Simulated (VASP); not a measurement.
# KBr (Fm-3m) in VASP: further runs

KBr is run at these levels: PBE; tasks: relaxation of cell and atoms, single point.

Everything below comes from runs of VASP 6.6.1. Logs are shortened: lines on timing, memory, paths and dates and some standing lists are left out, and cuts for length are marked.

### 1 The cell of the first run

Symmetry: Fm-3m, No. 225, cubic system. The conventional cell has a = 6.585 Å, b = 6.585 Å, c = 6.585 Å, α = 90.00°, β = 90.00°, γ = 90.00°. Within 4.3 Å of K (site symmetry m-3m) lie 6 Br at 3.29 Å. Within 4.3 Å of Br (site symmetry m-3m) lie 6 K at 3.29 Å.

### 2 Relaxation of cell and atoms, PBE

Contents of INCAR:

```
SYSTEM = KBr
PREC = Accurate ; ENCUT = 600
EDIFF = 1E-6 ; ISMEAR = 0
SIGMA = 0.02 ; LREAL = .FALSE.
LASPH = .TRUE. ; NELM = 100
ALGO = Normal ; ISIF = 3
LWAVE = .FALSE. ; LCHARG = .FALSE.
GGA = PE ; IBRION = 2
NSW = 100 ; EDIFFG = -0.005
```

Contents of KPOINTS:

```
Automatic mesh
0
G
  6 6 6
  0 0 0
```

Contents of POSCAR:

```
KBr
1.0
    0.0000000000      3.2925000000      3.2925000000
    3.2925000000      0.0000000000      3.2925000000
    3.2925000000      3.2925000000      0.0000000000
K Br
1 1
Direct
    0.0000000000      0.0000000000      0.0000000000
    0.5000000000      0.5000000000      0.5000000000
```

Potentials or basis: VASP PAW PBE potentials, release 64 (K_sv, Br).

Run with:

```bash
$ cat potpaw_PBE.64/K_sv/POTCAR potpaw_PBE.64/Br/POTCAR > POTCAR
$ mpirun -np 1 vasp_std > vasp.out
```

OUTCAR:

```text
SYSTEM = KBr
   PREC = Accurate
   ENCUT = 600
   EDIFF = 1E-6
   ISMEAR = 0
   LREAL = .FALSE.
   LASPH = .TRUE.
   NELM = 100
   ISIF = 3
   GGA = PE
   IBRION = 2
   NSW = 100
   EDIFFG = -0.005

 ion  position               nearest neighbor table
   1  0.000  0.000  0.000-   2 3.29   2 3.29   2 3.29   2 3.29   2 3.29   2 3.29
   2  0.500  0.500  0.500-   1 3.29   1 3.29   1 3.29   1 3.29   1 3.29   1 3.29

  LATTYP: Found a face centered cubic cell.
 ALAT       =     6.5850000000

  Lattice vectors:

 A1 = (   0.0000000000,   3.2925000000,   3.2925000000)
 A2 = (   3.2925000000,   0.0000000000,   3.2925000000)
 A3 = (   3.2925000000,   3.2925000000,   0.0000000000)

Analysis of symmetry for initial positions (statically):
=====================================================================
 Subroutine PRICEL returns:
 Original cell was already a primitive cell.

 Routine SETGRP: Setting up the symmetry group for a
 face centered cubic supercell.

 Subroutine GETGRP returns: Found 48 space group operations
 (whereof 48 operations were pure point group operations)
 out of a pool of 48 trial point group operations.

The static configuration has the point symmetry O_h .

Analysis of symmetry for dynamics (positions and initial velocities):
=====================================================================
 Subroutine PRICEL returns:
 Original cell was already a primitive cell.

 Routine SETGRP: Setting up the symmetry group for a
 face centered cubic supercell.

 Subroutine GETGRP returns: Found 48 space group operations
 (whereof 48 operations were pure point group operations)
 out of a pool of 48 trial point group operations.

The dynamic configuration has the point symmetry O_h .

 Subroutine INISYM returns: Found 48 space group operations
 (whereof 48 operations are pure point group operations),
 and found     1 'primitive' translations

----------------------------------------------------------------------------------------

                                     Primitive cell

  volume of cell :      71.3851

  direct lattice vectors                    reciprocal lattice vectors
     0.000000000  3.292500000  3.292500000    -0.151860289  0.151860289  0.151860289
     3.292500000  0.000000000  3.292500000     0.151860289 -0.151860289  0.151860289
     3.292500000  3.292500000  0.000000000     0.151860289  0.151860289 -0.151860289

  length of vectors
     4.656298154  4.656298154  4.656298154     0.263029735  0.263029735  0.263029735
[... 66 lines left out ...]
   ISPIN  =      1    spin polarized calculation?
   LNONCOLLINEAR =      F non collinear calculations
   LSORBIT =      F    spin-orbit coupling
   LASPH  =      T    aspherical Exc in radial PAW
   ENCUT  =  600.0 eV  44.10 Ry    6.64 a.u.   9.30  9.30  9.30*2*pi/ulx,y,z
   NELM   =    100;   NELMIN=  2; NELMDL= -5     # of ELM steps
   EDIFF  = 0.1E-05   stopping-criterion for ELM
   LREAL  =      F    real-space projection
   EDIFFG = -.5E-02   stopping-criterion for IOM
   NSW    =    100    number of steps for IOM
   IBRION =      2    ionic relax: 0-MD 1-quasi-New 2-CG
   NFREE  =      1    steps in history (QN), initial steepest desc. (CG)
   ISIF   =      3    stress and relaxation
   ISYM   =      2    0-nonsym 1-usesym 2-fastsym
   POTIM  = 0.5000    time-step for ionic-motion
   TEBEG  =    0.0;   TEEND  =   0.0 temperature during run
   PSTRESS=    0.0 pullay stress
   NELECT =      16.0000    total number of electrons
   NUPDOWN=      -1.0000    fix difference up-down
   EMIN   =  10.00;   EMAX   =-10.00  energy-range for DOS
   EFERMI =   0.00;   METHOD = LEGACY
   ISMEAR =     0;   SIGMA  =   0.02  broadening in eV -4-tet -1-fermi 0-gaus
   EFERMI_NEDOS =   21; number of points for ismear=-14 and -15
   IALGO  =     38    algorithm
   IMIX   =      4    mixing-type and parameters
     AMIX     =   0.40;   BMIX     =  1.00
     AMIX_MAG =   1.60;   BMIX_MAG =  1.00
  volume/ion in A,a.u.               =      35.69       240.87
  Fermi-wavevector in a.u.,A,eV,Ry     =   0.994441  1.879221 13.454978  0.988913
  Thomas-Fermi vector in A             =   2.126392
   LORBIT       =      0    0 simple, 1 ext, 2 COOP (PROOUT), +10 PAW based schemes
   GGA     = PE    functional components
   LHFCALC =     F    Hartree Fock is set to
   AEXX    =    0.0000 exact exchange contribution
   IVDW    =     0    specifies the selected vdW correction
   LEPSILON=     F    determine dielectric tensor
   LRPA    =     F    only Hartree local field effects (RPA)
 conjugate gradient relaxation of ions
 non-spin polarized calculation
 Gauss-broadening in eV      SIGMA  =   0.02
  energy-cutoff  :      600.00
  volume of cell :       71.39
 maximum number of plane-waves:      2421
 NGX is ok and might be reduce to    40
   NGX = 19   NGY = 19   NGZ = 19

--------------------------------------- Ionic step        1  -------------------------------------------

 number of electron      16.0000000 magnetization

 Free energy of the ion-electron system (eV)
  ---------------------------------------------------
  ext. energy  EPLUGINS =         0.00000000
  ---------------------------------------------------
  free energy    TOTEN  =        -6.21263995 eV

  energy without entropy =       -6.21263995  energy(sigma->0) =       -6.21263995

------------------------ aborting loop because EDIFF is reached ----------------------------------------

  FORCE on cell =-STRESS in cart. coord.  units (eV):
  Direction    XX          YY          ZZ          XY          YZ          ZX
  --------------------------------------------------------------------------------------
  -------------------------------------------------------------------------------------
  Total        0.3951719      0.3951719      0.3951719      0.0000000      0.0000000      0.0000000
  in kB        8.8692980      8.8692980      8.8692980      0.0000000      0.0000000      0.0000000
  external PRESSURE =       8.8692980 kB  Pullay stress =       0.0000000 kB
[... 59 lines left out ...]
--------------------------------------- Ionic step        3  -------------------------------------------

 number of electron      15.9999999 magnetization

 Free energy of the ion-electron system (eV)
  ---------------------------------------------------
  ext. energy  EPLUGINS =         0.00000000
  ---------------------------------------------------
  free energy    TOTEN  =        -6.22355685 eV

  energy without entropy =       -6.22355685  energy(sigma->0) =       -6.22355685

 E-fermi :  -1.8123     XC(G=0):  -7.1745

 val. band max:       -1.9306218675   @ k =   0.0000   0.0000   0.0000
 cond. band min:       2.3727755072   @ k =   0.0000   0.0000   0.0000
 fundamental gap:      4.3033973747
 Fermi energy:        -1.8123444484

 k-point     1 :       0.0000    0.0000    0.0000
  band No.  band energies     occupation
      1     -29.8208      2.00000
      2     -14.1653      2.00000
      3     -13.2946      2.00000
      4     -13.2946      2.00000
      5     -13.2946      2.00000
      6      -1.9306      2.00000
      7      -1.9306      2.00000
      8      -1.9306      2.00000
      9       2.3728      0.00000
     10       5.6579      0.00000
     11       5.6579      0.00000
     12       5.6579      0.00000
[... 252 lines left out ...]
  FREE ENERGIE OF THE ION-ELECTRON SYSTEM (eV)
  ---------------------------------------------------
  free  energy   TOTEN  =        -6.2235568502 eV

  energy  without entropy=       -6.2235568502  energy(sigma->0) =       -6.22355685

 reached required accuracy - stopping structural energy minimisation
```

CONTCAR:

```text
KBr
   1.00000000000000
     0.0000000000000000    3.3552025337897589    3.3552025337897589
     3.3552025337897589    0.0000000000000000    3.3552025337897589
     3.3552025337897589    3.3552025337897589   -0.0000000000000000
  K               Br
     1     1
Direct
     0.0000000000000000    0.0000000000000000    0.0000000000000000
     0.5000000000000000    0.5000000000000000    0.5000000000000000

  0.00000000E+00  0.00000000E+00  0.00000000E+00
  0.00000000E+00  0.00000000E+00  0.00000000E+00
```

Wall time 34 s (1 thread of AMD EPYC 9R45 (Zen 5), shared host); peak memory 0.22 GiB.

What came out:

| Quantity | Value |
| --- | --- |
| Free energy | -6.2236 eV |
| Relaxed volume | 37.77 Å³/atom |
| Relaxed cell | a = 4.745 Å, b = 4.745 Å, c = 4.745 Å, α = 60.00°, β = 60.00°, γ = 60.00° |
| Space group after relaxing (to 0.05 Å) | Fm-3m (No. 225) |
| Energy gained by relaxing | 5.5 meV/atom |
| Ionic steps | 3 |
| Pressure after relaxing | 0.0 GPa |
| Band gap on the k mesh | 4.30 eV, direct |

Step by step:
```
step  energy change (eV)  largest force (eV/Å)  pressure (GPa)  volume (Å³)
   1              0.0000                0.0000            0.89        71.39
   2             -0.0083                0.0000            0.41        73.45
   3             -0.0109                0.0000            0.00        75.54
```

Final structure:
```
CELL_PARAMETERS angstrom
0.00000 3.35520 3.35520
3.35520 0.00000 3.35520
3.35520 3.35520 0.00000
ATOMIC_POSITIONS crystal
K 0.00000 0.00000 0.00000
Br 0.50000 0.50000 0.50000
```

### 3 Single point, PBE (strained)

Contents of INCAR:

```
  ALGO = Normal
  EDIFF = 1E-6
  ENCUT = 520
  GGA = PE
  ISIF = 2
  ISMEAR = 0
  LASPH = True
  LCHARG = True
  LELF = True
  LREAL = False
  LVHAR = True
  LWAVE = False
  NBANDS = 15
  NELM = 60
  PREC = Accurate
  SIGMA = 0.02
```

Contents of KPOINTS:

```
k-points
0
Gamma
  6 6 6
```

Contents of POSCAR:

```
KBr
1.0
    0.0000000000      3.1908605250      3.1908605250
    3.1908605250      0.0000000000      3.1908605250
    3.1908605250      3.1908605250      0.0000000000
K Br
1 1
Direct
    0.0000000000      0.0000000000      0.0000000000
    0.5000000000      0.5000000000      0.5000000000
```

Potentials or basis: VASP PAW PBE potentials, release 64 (K_sv, Br).

Run with:

```bash
$ cat potpaw_PBE.64/K_sv/POTCAR potpaw_PBE.64/Br/POTCAR > POTCAR
$ mpirun -np 1 vasp_std > vasp.out
```

OUTCAR:

```text
EDIFF = 1E-6
   ENCUT = 520
   GGA = PE
   ISIF = 2
   ISMEAR = 0
   LASPH = True
   LREAL = False
   NELM = 60
   PREC = Accurate

 ion  position               nearest neighbor table
   1  0.000  0.000  0.000-   2 3.19   2 3.19   2 3.19   2 3.19   2 3.19   2 3.19
   2  0.500  0.500  0.500-   1 3.19   1 3.19   1 3.19   1 3.19   1 3.19   1 3.19

  LATTYP: Found a face centered cubic cell.
 ALAT       =     6.3817210500

  Lattice vectors:

 A1 = (   0.0000000000,   3.1908605250,   3.1908605250)
 A2 = (   3.1908605250,   0.0000000000,   3.1908605250)
 A3 = (   3.1908605250,   3.1908605250,   0.0000000000)

Analysis of symmetry for initial positions (statically):
=====================================================================
 Subroutine PRICEL returns:
 Original cell was already a primitive cell.

 Routine SETGRP: Setting up the symmetry group for a
 face centered cubic supercell.

 Subroutine GETGRP returns: Found 48 space group operations
 (whereof 48 operations were pure point group operations)
 out of a pool of 48 trial point group operations.

The static configuration has the point symmetry O_h .

Analysis of symmetry for dynamics (positions and initial velocities):
[... 167 lines left out ...]
      8      -1.3069      2.00000
      9       3.4154      0.00000
     10       6.2974      0.00000
     11       6.2974      0.00000
     12       6.2974      0.00000
     13       7.1874      0.00000
     14       7.1874      0.00000
[... 257 lines left out ...]
      2     -13.6992      2.00000
      3     -12.4909      2.00000
      4     -12.4492      2.00000
      5     -12.2949      2.00000
      6      -2.1118      2.00000
      7      -1.8791      2.00000
      8      -1.8198      2.00000
      9       5.2626      0.00000
     10       7.0295      0.00000
     11       7.2389      0.00000
     12       8.3250      0.00000
     13       8.9827      0.00000
     14       9.8156      0.00000
     15      10.5270      0.00000

------------------------ aborting loop because EDIFF is reached ----------------------------------------

  FORCE on cell =-STRESS in cart. coord.  units (eV):
  Direction    XX          YY          ZZ          XY          YZ          ZX
  --------------------------------------------------------------------------------------
  -------------------------------------------------------------------------------------
  Total        1.1872009      1.1872009      1.1872009     -0.0000000      0.0000000     -0.0000000
  in kB       29.2739505     29.2739505     29.2739505     -0.0000000      0.0000000     -0.0000000
  external PRESSURE =      29.2739505 kB  Pullay stress =       0.0000000 kB

 VOLUME and BASIS-vectors are now :
 -----------------------------------------------------------------------------
  energy-cutoff  :      520.00
  volume of cell :       64.98
      direct lattice vectors                 reciprocal lattice vectors
     0.000000000  3.190860525  3.190860525    -0.156697542  0.156697542  0.156697542
     3.190860525  0.000000000  3.190860525     0.156697542 -0.156697542  0.156697542
     3.190860525  3.190860525  0.000000000     0.156697542  0.156697542 -0.156697542

 POSITION                                       TOTAL-FORCE (eV/Angst)
 -----------------------------------------------------------------------------------
      0.00000      0.00000      0.00000         0.000000      0.000000      0.000000
      3.19086      3.19086      3.19086        -0.000000     -0.000000     -0.000000
 -----------------------------------------------------------------------------------
    total drift:                                0.000000      0.000000      0.000000

  FREE ENERGIE OF THE ION-ELECTRON SYSTEM (eV)
  ---------------------------------------------------
  free  energy   TOTEN  =        -6.1394123106 eV

  energy  without entropy=       -6.1394123106  energy(sigma->0) =       -6.13941231
```

stdout:

```text
POSCAR found type information on POSCAR K Br
 POSCAR found :  2 types and       2 ions
 scaLAPACK will be used
 LDA part: xc-table for (Slater+PW92), standard interpolation
 POSCAR, INCAR and KPOINTS ok, starting setup
 FFT: planning ... GRIDC
 FFT: planning ... GRID_SOFT
 FFT: planning ... GRID
 WAVECAR not read
 entering main loop
```

Run time: 16 s. Hardware: 1 thread of Intel Xeon Platinum 8488C (Sapphire Rapids), shared host; peak memory 0.2 GiB.

Results:

| Quantity | Value |
| --- | --- |
| Free energy | -6.1394 eV |
| Pressure | 2.9 GPa |
| Band gap on the k mesh | 4.72 eV, direct |

Levels at points of the mesh, in eV from the valence-band top:
| k point | band 5 | band 6 | band 7 | band 8 | band 9 | band 10 | band 11 | band 12 |
| --- | --- | --- | --- | --- | --- | --- | --- | --- |
| (0.00, 0.00, 0.00) | -11.07 | 0.00 | 0.00 | 0.00 | 4.72 | 7.60 | 7.60 | 7.60 |
| (0.50, 0.00, 0.00) | -10.75 | -1.39 | -0.43 | -0.43 | 6.80 | 8.60 | 10.03 | 10.03 |
| (0.50, 0.50, 0.00) | -11.12 | -0.92 | -0.32 | -0.32 | 5.73 | 7.58 | 9.52 | 10.05 |

Caveat: the cell differs from its parent crystal (strained).
